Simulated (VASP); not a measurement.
# V (P6_3/mmc) in VASP: notebook

V is run at these levels: PBE; tasks: single point, relaxation of cell and atoms.

All numbers are computed with VASP 6.6.1; they aren't measurements. Logs are shortened: lines on timing, memory, paths and dates and some standing lists are left out, and cuts for length are marked.

## 1. The cell of the first run

Symmetry: P6_3/mmc, No. 194, hexagonal system. Conventional cell: a = 2.397 Å, b = 2.397 Å, c = 4.333 Å, α = 90.00°, β = 90.00°, γ = 120.00°. V (site symmetry -6m2) has 12 V at 2.40 to 2.57 Å within 3.2 Å.

This isn't the form of V at room conditions, which is bcc.

## 2. Single point, PBE

INCAR

```
ALGO = Normal ; EDIFF = 1E-7
ENCUT = 520 ; GGA = PE
ISIF = 2 ; ISMEAR = -1
LASPH = True ; LCHARG = True
LELF = True ; LREAL = False
LVHAR = True ; LWAVE = False
NBANDS = 20 ; NELM = 80
PREC = Accurate ; SIGMA = 0.1
```

KPOINTS

```
k-points
0
Gamma
  18 18 10
```

POSCAR

```
V
1.0
    2.3969684065      0.0000000000      0.0000000000
   -1.1984842032      2.0758355321      0.0000000000
    0.0000000000      0.0000000000      4.3329844074
V
2
Direct
    0.3333333333      0.6666666667      0.2500000000
    0.6666666667      0.3333333333      0.7500000000
```

Potentials or basis: VASP PAW PBE potentials, release 64 (V_sv).

On the command line:

```console
$ cat potpaw_PBE.64/V_sv/POTCAR > POTCAR
$ mpirun -np 1 vasp_std > vasp.out
```

OUTCAR:

```text
EDIFF = 1E-7
   ENCUT = 520
   GGA = PE
   ISIF = 2
   ISMEAR = -1
   LASPH = True
   LREAL = False
   NELM = 80
   PREC = Accurate

 ion  position               nearest neighbor table
   1  0.333  0.667  0.250-   2 2.57   2 2.57   2 2.57   2 2.57   2 2.57   2 2.57
   2  0.667  0.333  0.750-   1 2.57   1 2.57   1 2.57   1 2.57   1 2.57   1 2.57

  LATTYP: Found a hexagonal cell.
 ALAT       =     2.3969684065
 C/A-ratio  =     1.8076935831

  Lattice vectors:

 A1 = (   2.3969684065,   0.0000000000,   0.0000000000)
 A2 = (  -1.1984842032,   2.0758355321,   0.0000000000)
 A3 = (   0.0000000000,   0.0000000000,   4.3329844074)

Analysis of symmetry for initial positions (statically):
=====================================================================
 Subroutine PRICEL returns:
 Original cell was already a primitive cell.

 Routine SETGRP: Setting up the symmetry group for a
 hexagonal supercell.

 Subroutine GETGRP returns: Found 24 space group operations
 (whereof 12 operations were pure point group operations)
 out of a pool of 24 trial point group operations.

The static configuration has the point symmetry D_3d.
 The point group associated with its full space group is D_6h.

Analysis of symmetry for dynamics (positions and initial velocities):
=====================================================================
 Subroutine PRICEL returns:
 Original cell was already a primitive cell.

 Routine SETGRP: Setting up the symmetry group for a
 hexagonal supercell.

 Subroutine GETGRP returns: Found 24 space group operations
 (whereof 12 operations were pure point group operations)
 out of a pool of 24 trial point group operations.

The dynamic configuration has the point symmetry D_3d.
 The point group associated with its full space group is D_6h.

 Subroutine INISYM returns: Found 24 space group operations
 (whereof 12 operations are pure point group operations),
 and found     1 'primitive' translations

----------------------------------------------------------------------------------------

                                     Primitive cell

  volume of cell :      21.5597

  direct lattice vectors                    reciprocal lattice vectors
     2.396968407  0.000000000  0.000000000     0.417193651  0.240866866  0.000000000
    -1.198484203  2.075835532  0.000000000     0.000000000  0.481733733  0.000000000
     0.000000000  0.000000000  4.332984407     0.000000000  0.000000000  0.230787814

  length of vectors
     2.396968407  2.396968406  4.332984407     0.481733733  0.481733733  0.230787814

  position of ions in fractional coordinates (direct lattice)
     0.333333333  0.666666667  0.250000000
     0.666666667  0.333333333  0.750000000

  ion indices of the primitive-cell ions
   primitive index   ion index
                 1           1
                 2           2

----------------------------------------------------------------------------------------

 KPOINTS: k-points

Automatic generation of k-mesh.
 Grid dimensions read from file:
 generate k-points for:   18   18   10

 Generating k-lattice:

  Cartesian coordinates                     Fractional coordinates (reciprocal lattice)
     0.023177425  0.013381493  0.000000000     0.055555556  0.000000000  0.000000000
     0.000000000  0.026762985  0.000000000     0.000000000  0.055555556  0.000000000
     0.000000000  0.000000000  0.023078781     0.000000000  0.000000000  0.100000000

  Length of vectors
     0.026762985  0.026762985  0.023078781

  Shift w.r.t. Gamma in fractional coordinates (k-lattice)
     0.000000000  0.000000000  0.000000000

 Subroutine IBZKPT returns following result:
 ===========================================

 Found    222 irreducible k-points:

 Following reciprocal coordinates:
            Coordinates               Weight
  0.000000  0.000000  0.000000      1.000000
  0.055556  0.000000  0.000000      6.000000
  0.111111  0.000000  0.000000      6.000000
  0.166667 -0.000000  0.000000      6.000000
  0.222222 -0.000000  0.000000      6.000000
  0.277778 -0.000000  0.000000      6.000000
[... 16 lines left out ...]
  0.333333  0.111111  0.000000     12.000000
  0.388889  0.111111  0.000000     12.000000
 [... further k-points ...]
   k-points           NKPTS =    222   k-points in BZ     NKDIM =    222   number of bands    NBANDS=     20
   number of dos      NEDOS =    301   number of ions     NIONS =      2
   total plane-waves  NPLWV =  10368
   dimension x,y,z NGX =    18 NGY =   18 NGZ =   32
   dimension x,y,z NGXF=    36 NGYF=   36 NGZF=   64
   ions per type =               2
   NGX,Y,Z   is equivalent  to a cutoff of  12.48, 12.48, 12.28 a.u.
   NGXF,Y,Z  is equivalent  to a cutoff of  24.97, 24.97, 24.56 a.u.
 SYSTEM =  unknown system
   PREC   = accura    normal or accurate (medium, high low for compatibility)
   ISTART =      0    job   : 0-new  1-cont  2-samecut
   ICHARG =      2    charge: 1-file 2-atom 10-const
   ISPIN  =      1    spin polarized calculation?
   LNONCOLLINEAR =      F non collinear calculations
   LSORBIT =      F    spin-orbit coupling
   LASPH  =      T    aspherical Exc in radial PAW
   ENCUT  =  520.0 eV  38.22 Ry    6.18 a.u.   4.46  4.46  8.06*2*pi/ulx,y,z
   NELM   =     80;   NELMIN=  2; NELMDL= -5     # of ELM steps
   EDIFF  = 0.1E-06   stopping-criterion for ELM
   LREAL  =      F    real-space projection
   EDIFFG = 0.1E-05   stopping-criterion for IOM
   NSW    =      0    number of steps for IOM
   IBRION =     -1    ionic relax: 0-MD 1-quasi-New 2-CG
   NFREE  =      0    steps in history (QN), initial steepest desc. (CG)
   ISIF   =      2    stress and relaxation
   ISYM   =      2    0-nonsym 1-usesym 2-fastsym
   POTIM  = 0.5000    time-step for ionic-motion
   TEBEG  =    0.0;   TEEND  =   0.0 temperature during run
   PSTRESS=    0.0 pullay stress
   NELECT =      26.0000    total number of electrons
   NUPDOWN=      -1.0000    fix difference up-down
   EMIN   =  10.00;   EMAX   =-10.00  energy-range for DOS
   EFERMI =   0.00;   METHOD = LEGACY
   ISMEAR =    -1;   SIGMA  =   0.10  broadening in eV -4-tet -1-fermi 0-gaus
   EFERMI_NEDOS =   21; number of points for ismear=-14 and -15
   IALGO  =     38    algorithm
   IMIX   =      4    mixing-type and parameters
     AMIX     =   0.40;   BMIX     =  1.00
     AMIX_MAG =   1.60;   BMIX_MAG =  1.00
  volume/ion in A,a.u.               =      10.78        72.75
  Fermi-wavevector in a.u.,A,eV,Ry     =   1.742550  3.292941 41.313807  3.036479
  Thomas-Fermi vector in A             =   2.814793
   LORBIT       =      0    0 simple, 1 ext, 2 COOP (PROOUT), +10 PAW based schemes
   GGA     = PE    functional components
   LHFCALC =     F    Hartree Fock is set to
   AEXX    =    0.0000 exact exchange contribution
   IVDW    =     0    specifies the selected vdW correction
   LEPSILON=     F    determine dielectric tensor
   LRPA    =     F    only Hartree local field effects (RPA)
 non-spin polarized calculation
  energy-cutoff  :      520.00
  volume of cell :       21.56
 maximum number of plane-waves:       604
 NGX is ok and might be reduce to    18
   NGX =  9   NGY =  9   NGZ = 17

 number of electron      25.9999998 magnetization

 Free energy of the ion-electron system (eV)
  ---------------------------------------------------
  ext. energy  EPLUGINS =         0.00000000
  ---------------------------------------------------
  free energy    TOTEN  =       -16.42286545 eV

  energy without entropy =      -16.33769007  energy(sigma->0) =      -16.38027776

 E-fermi :  13.2233     XC(G=0): -14.1433

 val. band max:       13.2233323237   @ k =   0.1111   0.0000   0.5000
 cond. band min:      13.2257639379   @ k =   0.2778   0.2222   0.1000
 fundamental gap:      0.0024316142
 Fermi energy:        13.2233386048

 k-point     1 :       0.0000    0.0000    0.0000
  band No.  band energies     occupation
      1     -50.7251      2.00000
      2     -50.4253      2.00000
      3     -25.1418      2.00000
      4     -23.6996      2.00000
      5     -23.4932      2.00000
      6     -23.4932      2.00000
[... 12 lines left out ...]
     19      17.1022      0.00000
     20      17.1022      0.00000

 k-point     2 :       0.0556    0.0000    0.0000
  band No.  band energies     occupation
      1     -50.7112      2.00000
      2     -50.4153      2.00000
      3     -25.1231      2.00000
      4     -23.7005      2.00000
      5     -23.5496      2.00000
      6     -23.5081      2.00000
[... 12 lines left out ...]
     19      17.1277      0.00000
     20      17.4973      0.00000

 k-point     3 :       0.1111    0.0000    0.0000
  band No.  band energies     occupation
      1     -50.6709      2.00000
      2     -50.3866      2.00000
      3     -25.0684      2.00000
      4     -23.7117      2.00000
      5     -23.7039      2.00000
      6     -23.5902      2.00000
[... 12 lines left out ...]
     19      17.1841      0.00000
     20      18.3892      0.00000

 k-point     4 :       0.1667   -0.0000    0.0000
  band No.  band energies     occupation
      1     -50.6081      2.00000
      2     -50.3427      2.00000
      3     -24.9817      2.00000
      4     -23.9589      2.00000
      5     -23.8325      2.00000
      6     -23.7116      2.00000
[... 12 lines left out ...]
     19      17.2384      0.00000
     20      19.4830      0.00000

 k-point     5 :       0.2222   -0.0000    0.0000
  band No.  band energies     occupation
      1     -50.5291      2.00000
      2     -50.2894      2.00000
      3     -24.8694      2.00000
      4     -24.2599      2.00000
      5     -24.1209      2.00000
      6     -23.7262      2.00000
[... 12 lines left out ...]
     19      17.2724      0.00000
     20      20.6618      0.00000

 k-point     6 :       0.2778   -0.0000    0.0000
  band No.  band energies     occupation
      1     -50.4422      2.00000
      2     -50.2339      2.00000
      3     -24.7404      2.00000
      4     -24.5766      2.00000
      5     -24.4189      2.00000
      6     -23.7666      2.00000
[... 12 lines left out ...]
     19      17.2839      0.00000
     20      21.8694      0.00000

 k-point     7 :       0.3333   -0.0000    0.0000
  band No.  band energies     occupation
      1     -50.3569      2.00000
      2     -50.1837      2.00000
      3     -24.8703      2.00000
      4     -24.6922      2.00000
      5     -24.6056      2.00000
      6     -23.8384      2.00000
[... 12 lines left out ...]
     19      17.2791      0.00000
     20      23.0633      0.00000
[... 277 lines left out ...]
 k-point    20 :       0.1667    0.1111    0.0000
  band No.  band energies     occupation
      1     -50.4977      2.00000
      2     -50.2688      2.00000
      3     -24.8238      2.00000
      4     -24.2997      2.00000
      5     -24.2401      2.00000
      6     -23.7335      2.00000
[... 12 lines left out ...]
     19      17.0974      0.00000
     20      21.1833      0.00000

 k-point    21 :       0.2222    0.1111    0.0000
  band No.  band energies     occupation
      1     -50.4151      2.00000
      2     -50.2171      2.00000
      3     -24.6991      2.00000
      4     -24.5834      2.00000
      5     -24.4815      2.00000
      6     -23.8345      2.00000
[... 12 lines left out ...]
     19      17.0556      0.00000
     20      22.3634      0.00000

 k-point    22 :       0.2778    0.1111    0.0000
  band No.  band energies     occupation
      1     -50.3339      2.00000
      2     -50.1708      2.00000
      3     -24.8477      2.00000
      4     -24.7026      2.00000
      5     -24.5684      2.00000
      6     -23.9335      2.00000
[... 12 lines left out ...]
     19      17.8022      0.00000
     20      23.5601      0.00000

 k-point    23 :       0.3333    0.1111    0.0000
  band No.  band energies     occupation
      1     -50.2635      2.00000
      2     -50.1361      2.00000
      3     -25.0602      2.00000
      4     -24.8811      2.00000
      5     -24.4444      2.00000
      6     -24.0135      2.00000
[... 12 lines left out ...]
     19      18.7413      0.00000
     20      23.9579      0.00000

 k-point    24 :       0.3889    0.1111    0.0000
  band No.  band energies     occupation
      1     -50.2136      2.00000
      2     -50.1169      2.00000
      3     -25.1975      2.00000
      4     -24.9969      2.00000
      5     -24.3466      2.00000
      6     -24.0650      2.00000
[... 12 lines left out ...]
     19      19.6398      0.00000
     20      22.9918      0.00000

 [... further k-points ...]
[... 5 lines left out ...]
  --------------------------------------------------------------------------------------
  -------------------------------------------------------------------------------------
  Total        9.4264885      9.4264885      9.3698317      0.0000000      0.0000000      0.0000000
  in kB      700.5161442    700.5161442    696.3057725      0.0000000      0.0000000      0.0000000
  external PRESSURE =     699.1126869 kB  Pullay stress =       0.0000000 kB

 VOLUME and BASIS-vectors are now :
 -----------------------------------------------------------------------------
  energy-cutoff  :      520.00
  volume of cell :       21.56
      direct lattice vectors                 reciprocal lattice vectors
     2.396968407  0.000000000  0.000000000     0.417193651  0.240866866  0.000000000
    -1.198484203  2.075835532  0.000000000     0.000000000  0.481733733  0.000000000
     0.000000000  0.000000000  4.332984407     0.000000000  0.000000000  0.230787814

 POSITION                                       TOTAL-FORCE (eV/Angst)
 -----------------------------------------------------------------------------------
     -0.00000      1.38389      1.08325         0.000000      0.000000      0.000000
      1.19848      0.69195      3.24974        -0.000000     -0.000000      0.000000
 -----------------------------------------------------------------------------------
    total drift:                                0.000000     -0.000000      0.000000

  FREE ENERGIE OF THE ION-ELECTRON SYSTEM (eV)
  ---------------------------------------------------
  free  energy   TOTEN  =       -16.4228654463 eV

  energy  without entropy=      -16.3376900661  energy(sigma->0) =      -16.38027776
```

Run time: 76 s. Hardware: 1 thread of Intel Xeon 8259CL, shared host; peak memory 0.19 GiB.

Results:

```yaml
Free_energy: -16.4229 eV
Pressure: 69.9 GPa
Band_gap_on_the_k_mesh: zero (bands 13 and 14 overlap by 2.99 eV)
```

Stress tensor (GPa, compression positive):
```
70.05  0.00  0.00
 0.00 70.05  0.00
 0.00  0.00 69.63
```

Levels at points of the mesh, in eV from the Fermi level:
```tsv
k point	band 9	band 10	band 11	band 12	band 13	band 14	band 15	band 16	band 17	band 18
(0.00, 0.00, 0.00)	-7.34	-4.11	-0.94	0.27	0.27	0.44	0.73	0.73	2.36	2.36
(0.50, 0.00, 0.00)	-4.09	-3.89	-3.55	-0.57	0.24	0.44	0.61	4.03	4.77	4.94
(0.00, 0.00, 0.50)	-5.20	-5.20	-1.40	-1.40	0.32	0.32	0.32	0.32	3.35	3.35
(0.50, 0.00, 0.50)	-4.36	-4.36	-2.63	-2.63	2.10	2.10	2.46	2.46	4.86	4.86
```

Caveat: the cell stands under pressure.

(Part 1 of 2 ends here.)
